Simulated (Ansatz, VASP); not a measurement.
**MoS2: VASP beside Ansatz**

```
Mo S
1.0
     1.55865    0.89988    6.06688
    -1.55865    0.89988    6.06688
     0.00000   -1.79977    6.06688
Mo S
1 2
Cartesian
  0.0000 0.0000 0.0000
  0.0000 0.0000 7.5897
  0.0000 0.0000 4.5502
```

Change from the starting cell: volume scaled by 0.96.

Alike in both runs: task single point; functional LDA; k mesh 10 × 10 × 10; occupations fermi-dirac, width 0.05 eV; no spin polarisation.

|  | VASP | Ansatz |
| --- | --- | --- |
| version | VASP 6.6.1 | Ansatz 0.2.0 |
| potentials or method | VASP PAW LDA potentials, release 64 (Mo_sv, S), cutoff 520 eV | all-electron LAPW, scalar-relativistic |

Ansatz gave:

```
gap on the k mesh at the Fermi level (eV)                     : 0.84
least direct gap on the mesh (eV)                             : 2.07
pressure (GPa)                                                : 4.4
traceless stress, the component that is largest in VASP (GPa) : 2.19
rms of the force components (eV/Å)                            : 0.365
```

Question: Estimate VASP's values.

Answer: gap on the k mesh at the Fermi level (eV): 0.85; least direct gap on the mesh (eV): 2.07; pressure (GPa): 4.5; traceless stress, the component that is largest in VASP (GPa): 2.14; rms of the force components (eV/Å): 0.369.

LDA's correlation is that of Perdew and Zunger in VASP and of Perdew and Wang (1992) in Ansatz. Atom by atom the forces differ by 0.004 eV/Å (rms over components). Ansatz ran all-electron here, and VASP with PAW potentials.
